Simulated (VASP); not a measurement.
# Mo (P6_3/mmc) in VASP: single point with PBE

Aim: the single point of Mo with PBE.

All numbers are computed with VASP 6.6.1; they aren't measurements. Logs are shortened: lines on timing, memory, paths and dates and some standing lists are left out, and cuts for length are marked.

## (1) The cell of the first run

Symmetry: P6_3/mmc, No. 194, hexagonal system. The conventional cell has a = 2.374 Å, b = 2.374 Å, c = 3.778 Å, α = 90.00°, β = 90.00°, γ = 120.00°. Within 3.1 Å of Mo (site symmetry -6m2) lie 12 Mo at 2.33 to 2.37 Å.

This isn't the form of Mo at room conditions, which is bcc.

## (2) Single point, PBE

INCAR

```
PREC = Accurate
ENCUT = 520
EDIFF = 1E-7
ISMEAR = -1
SIGMA = 0.1
LREAL = F
LASPH = T
NELM = 60
ALGO = Normal
ISIF = 2
LWAVE = F
LCHARG = T
GGA = PE
LELF = T
LVHAR = T
NBANDS = 21
```

KPOINTS

```
Automatic mesh
0
Gamma
  18 18 10
```

POSCAR

```
Mo
1.0
    2.3742376877      0.0000000000      0.0000000000
   -1.1871188439      2.0561501522      0.0000000000
    0.0000000000      0.0000000000      3.7784791236
Mo
2
Direct
    0.3333333333      0.6666666667      0.2500000000
    0.6666666667      0.3333333333      0.7500000000
```

Potentials or basis: VASP PAW PBE potentials, release 64 (Mo_sv).

Launch:

```sh
cat potpaw_PBE.64/Mo_sv/POTCAR > POTCAR
mpirun -np 1 vasp_std > vasp.out
```

OUTCAR:

```text
PREC = Accurate
   ENCUT = 520
   EDIFF = 1E-7
   ISMEAR = -1
   LREAL = F
   LASPH = T
   NELM = 60
   ISIF = 2
   GGA = PE

 ion  position               nearest neighbor table
   1  0.333  0.667  0.250-   2 2.33   2 2.33   2 2.33   2 2.33   2 2.33   2 2.33   2 3.33   2 3.33
                             2 3.33   2 3.33   2 3.33   2 3.33
   2  0.667  0.333  0.750-   1 2.33   1 2.33   1 2.33   1 2.33   1 2.33   1 2.33   1 3.33   1 3.33
                             1 3.33   1 3.33   1 3.33   1 3.33

  LATTYP: Found a hexagonal cell.
 ALAT       =     2.3742376877
 C/A-ratio  =     1.5914493916

  Lattice vectors:

 A1 = (   2.3742376877,   0.0000000000,   0.0000000000)
 A2 = (  -1.1871188439,   2.0561501522,   0.0000000000)
 A3 = (   0.0000000000,   0.0000000000,   3.7784791236)

Analysis of symmetry for initial positions (statically):
=====================================================================
 Subroutine PRICEL returns:
 Original cell was already a primitive cell.

 Routine SETGRP: Setting up the symmetry group for a
 hexagonal supercell.

 Subroutine GETGRP returns: Found 24 space group operations
 (whereof 12 operations were pure point group operations)
 out of a pool of 24 trial point group operations.

The static configuration has the point symmetry D_3d.
 The point group associated with its full space group is D_6h.

Analysis of symmetry for dynamics (positions and initial velocities):
=====================================================================
 Subroutine PRICEL returns:
 Original cell was already a primitive cell.

 Routine SETGRP: Setting up the symmetry group for a
 hexagonal supercell.

 Subroutine GETGRP returns: Found 24 space group operations
 (whereof 12 operations were pure point group operations)
 out of a pool of 24 trial point group operations.

The dynamic configuration has the point symmetry D_3d.
 The point group associated with its full space group is D_6h.

 Subroutine INISYM returns: Found 24 space group operations
 (whereof 12 operations are pure point group operations),
 and found     1 'primitive' translations

----------------------------------------------------------------------------------------

                                     Primitive cell

  volume of cell :      18.4457

  direct lattice vectors                    reciprocal lattice vectors
     2.374237688  0.000000000  0.000000000     0.421187822  0.243172902  0.000000000
    -1.187118844  2.056150152  0.000000000     0.000000000  0.486345805  0.000000000
     0.000000000  0.000000000  3.778479124     0.000000000  0.000000000  0.264656749

  length of vectors
     2.374237688  2.374237688  3.778479124     0.486345805  0.486345805  0.264656749

  position of ions in fractional coordinates (direct lattice)
     0.333333333  0.666666667  0.250000000
     0.666666667  0.333333333  0.750000000

  ion indices of the primitive-cell ions
   primitive index   ion index
                 1           1
                 2           2

----------------------------------------------------------------------------------------

 KPOINTS: Automatic mesh

Automatic generation of k-mesh.
 Grid dimensions read from file:
 generate k-points for:   18   18   10

 Generating k-lattice:

  Cartesian coordinates                     Fractional coordinates (reciprocal lattice)
     0.023399323  0.013509606  0.000000000     0.055555556 -0.000000000  0.000000000
     0.000000000  0.027019211  0.000000000     0.000000000  0.055555556  0.000000000
     0.000000000  0.000000000  0.026465675     0.000000000  0.000000000  0.100000000

  Length of vectors
     0.027019211  0.027019211  0.026465675

  Shift w.r.t. Gamma in fractional coordinates (k-lattice)
     0.000000000  0.000000000  0.000000000

 Subroutine IBZKPT returns following result:
 ===========================================

 Found    222 irreducible k-points:

 Following reciprocal coordinates:
            Coordinates               Weight
  0.000000  0.000000  0.000000      1.000000
  0.055556 -0.000000  0.000000      6.000000
  0.111111 -0.000000  0.000000      6.000000
  0.166667 -0.000000  0.000000      6.000000
  0.222222 -0.000000  0.000000      6.000000
  0.277778  0.000000  0.000000      6.000000
[... 16 lines left out ...]
  0.333333  0.111111  0.000000     12.000000
  0.388889  0.111111  0.000000     12.000000
 [... further k-points ...]
   k-points           NKPTS =    222   k-points in BZ     NKDIM =    222   number of bands    NBANDS=     21
   number of dos      NEDOS =    301   number of ions     NIONS =      2
   total plane-waves  NPLWV =   9072
   dimension x,y,z NGX =    18 NGY =   18 NGZ =   28
   dimension x,y,z NGXF=    36 NGYF=   36 NGZF=   56
   ions per type =               2
   NGX,Y,Z   is equivalent  to a cutoff of  12.60, 12.60, 12.32 a.u.
   NGXF,Y,Z  is equivalent  to a cutoff of  25.21, 25.21, 24.64 a.u.
 SYSTEM =  unknown system
   PREC   = accura    normal or accurate (medium, high low for compatibility)
   ISTART =      0    job   : 0-new  1-cont  2-samecut
   ICHARG =      2    charge: 1-file 2-atom 10-const
   ISPIN  =      1    spin polarized calculation?
   LNONCOLLINEAR =      F non collinear calculations
   LSORBIT =      F    spin-orbit coupling
   LASPH  =      T    aspherical Exc in radial PAW
   ENCUT  =  520.0 eV  38.22 Ry    6.18 a.u.   4.41  4.41  7.03*2*pi/ulx,y,z
   NELM   =     60;   NELMIN=  2; NELMDL= -5     # of ELM steps
   EDIFF  = 0.1E-06   stopping-criterion for ELM
   LREAL  =      F    real-space projection
   EDIFFG = 0.1E-05   stopping-criterion for IOM
   NSW    =      0    number of steps for IOM
   IBRION =     -1    ionic relax: 0-MD 1-quasi-New 2-CG
   NFREE  =      0    steps in history (QN), initial steepest desc. (CG)
   ISIF   =      2    stress and relaxation
   ISYM   =      2    0-nonsym 1-usesym 2-fastsym
   POTIM  = 0.5000    time-step for ionic-motion
   TEBEG  =    0.0;   TEEND  =   0.0 temperature during run
   PSTRESS=    0.0 pullay stress
   NELECT =      28.0000    total number of electrons
   NUPDOWN=      -1.0000    fix difference up-down
   EMIN   =  10.00;   EMAX   =-10.00  energy-range for DOS
   EFERMI =   0.00;   METHOD = LEGACY
   ISMEAR =    -1;   SIGMA  =   0.10  broadening in eV -4-tet -1-fermi 0-gaus
   EFERMI_NEDOS =   21; number of points for ismear=-14 and -15
   IALGO  =     38    algorithm
   IMIX   =      4    mixing-type and parameters
     AMIX     =   0.40;   BMIX     =  1.00
     AMIX_MAG =   1.60;   BMIX_MAG =  1.00
  volume/ion in A,a.u.               =       9.22        62.24
  Fermi-wavevector in a.u.,A,eV,Ry     =   1.881462  3.555448 48.163262  3.539900
  Thomas-Fermi vector in A             =   2.924837
   LORBIT       =      0    0 simple, 1 ext, 2 COOP (PROOUT), +10 PAW based schemes
   GGA     = PE    functional components
   LHFCALC =     F    Hartree Fock is set to
   AEXX    =    0.0000 exact exchange contribution
   IVDW    =     0    specifies the selected vdW correction
   LEPSILON=     F    determine dielectric tensor
   LRPA    =     F    only Hartree local field effects (RPA)
 non-spin polarized calculation
  energy-cutoff  :      520.00
  volume of cell :       18.45
 maximum number of plane-waves:       515
 NGX is ok and might be reduce to    18
   NGX =  9   NGY =  9   NGZ = 15

 number of electron      27.9999997 magnetization

 Free energy of the ion-electron system (eV)
  ---------------------------------------------------
  ext. energy  EPLUGINS =         0.00000000
  ---------------------------------------------------
  free energy    TOTEN  =       -10.52153163 eV

  energy without entropy =      -10.47506561  energy(sigma->0) =      -10.49829862

 E-fermi :  22.7286     XC(G=0): -16.6051

 val. band max:       22.7241138984   @ k =   0.2222  -0.0000   0.4000
 cond. band min:      22.7292999629   @ k =   0.2222  -0.0000   0.4000
 fundamental gap:      0.0051860645
 Fermi energy:        22.7286425673

 k-point     1 :       0.0000    0.0000    0.0000
  band No.  band energies     occupation
      1     -39.6137      2.00000
      2     -37.7498      2.00000
      3     -16.1522      2.00000
      4     -10.7693      2.00000
      5     -10.7693      2.00000
      6      -9.9006      2.00000
[... 13 lines left out ...]
     20      28.6838      0.00000
     21      35.4890      0.00000

 k-point     2 :       0.0556   -0.0000    0.0000
  band No.  band energies     occupation
      1     -39.5748      2.00000
      2     -37.7309      2.00000
      3     -16.0991      2.00000
      4     -10.9346      2.00000
      5     -10.8223      2.00000
      6     -10.0532      2.00000
[... 13 lines left out ...]
     20      30.8056      0.00000
     21      36.0043      0.00000

 k-point     3 :       0.1111   -0.0000    0.0000
  band No.  band energies     occupation
      1     -39.4607      2.00000
      2     -37.6771      2.00000
      3     -15.9419      2.00000
      4     -11.3989      2.00000
      5     -10.9685      2.00000
      6     -10.4819      2.00000
[... 13 lines left out ...]
     20      33.1734      0.00000
     21      37.4509      0.00000

 k-point     4 :       0.1667   -0.0000    0.0000
  band No.  band energies     occupation
      1     -39.2791      2.00000
      2     -37.5966      2.00000
      3     -15.6870      2.00000
      4     -12.0803      2.00000
      5     -11.1781      2.00000
      6     -11.1115      2.00000
[... 13 lines left out ...]
     20      35.5293      0.00000
     21      39.5883      0.00000

 k-point     5 :       0.2222   -0.0000    0.0000
  band No.  band energies     occupation
      1     -39.0429      2.00000
      2     -37.5030      2.00000
      3     -15.3458      2.00000
      4     -12.8737      2.00000
      5     -11.8476      2.00000
      6     -11.4175      2.00000
[... 13 lines left out ...]
     20      37.7575      0.00000
     21      39.6870      0.00000
[... 382 lines left out ...]
     20      39.4589      0.00000
     21      40.8893      0.00000

 k-point    22 :       0.2778    0.1111    0.0000
  band No.  band energies     occupation
      1     -38.4108      2.00000
      2     -37.3300      2.00000
      3     -14.3553      2.00000
      4     -14.3012      2.00000
      5     -13.4484      2.00000
      6     -12.0227      2.00000
[... 13 lines left out ...]
     20      38.3940      0.00000
     21      40.7487      0.00000

 k-point    23 :       0.3333    0.1111    0.0000
  band No.  band energies     occupation
      1     -38.1562      2.00000
      2     -37.3072      2.00000
      3     -14.8383      2.00000
      4     -13.9063      2.00000
      5     -13.8230      2.00000
      6     -12.3032      2.00000
[... 13 lines left out ...]
     20      37.5900      0.00000
     21      40.4493      0.00000

 k-point    24 :       0.3889    0.1111    0.0000
  band No.  band energies     occupation
      1     -37.9607      2.00000
      2     -37.3180      2.00000
      3     -15.1824      2.00000
      4     -14.0682      2.00000
      5     -13.5287      2.00000
      6     -12.4793      2.00000
[... 13 lines left out ...]
     20      37.0905      0.00000
     21      39.0380      0.00000

 [... further k-points ...]

------------------------ aborting loop because EDIFF is reached ----------------------------------------

  FORCE on cell =-STRESS in cart. coord.  units (eV):
  Direction    XX          YY          ZZ          XY          YZ          ZX
  --------------------------------------------------------------------------------------
  -------------------------------------------------------------------------------------
  Total       44.5876631     44.5876631     44.6640858     -0.0000000      0.0000000      0.0000000
  in kB     3872.8372401   3872.8372402   3879.4752380     -0.0000001      0.0000000      0.0000000
  external PRESSURE =    3875.0499061 kB  Pullay stress =       0.0000000 kB

 VOLUME and BASIS-vectors are now :
 -----------------------------------------------------------------------------
  energy-cutoff  :      520.00
  volume of cell :       18.45
      direct lattice vectors                 reciprocal lattice vectors
     2.374237688  0.000000000  0.000000000     0.421187822  0.243172902  0.000000000
    -1.187118844  2.056150152  0.000000000     0.000000000  0.486345805  0.000000000
     0.000000000  0.000000000  3.778479124     0.000000000  0.000000000  0.264656749

 POSITION                                       TOTAL-FORCE (eV/Angst)
 -----------------------------------------------------------------------------------
     -0.00000      1.37077      0.94462         0.000000     -0.000000      0.000000
      1.18712      0.68538      2.83386        -0.000000      0.000000      0.000000
 -----------------------------------------------------------------------------------
    total drift:                                0.000000     -0.000000      0.000000

  FREE ENERGIE OF THE ION-ELECTRON SYSTEM (eV)
  ---------------------------------------------------
  free  energy   TOTEN  =       -10.5215316283 eV

  energy  without entropy=      -10.4750656106  energy(sigma->0) =      -10.49829862
```

Run time: 63 s. Hardware: 1 thread of Intel Xeon Platinum 8259CL at 2.50GHz (Skylake/Cascade Lake), shared host; peak memory 0.18 GiB.

What came out:

```yaml
Free_energy: -10.5215 eV
Pressure: 387.5 GPa
Band_gap_on_the_k_mesh: zero (bands 14 and 15 overlap by 4.66 eV)
```

Stress tensor (GPa, compression positive):
```
387.28   0.00   0.00
  0.00 387.28   0.00
  0.00   0.00 387.95
```

Caveat: the cell stands under pressure.
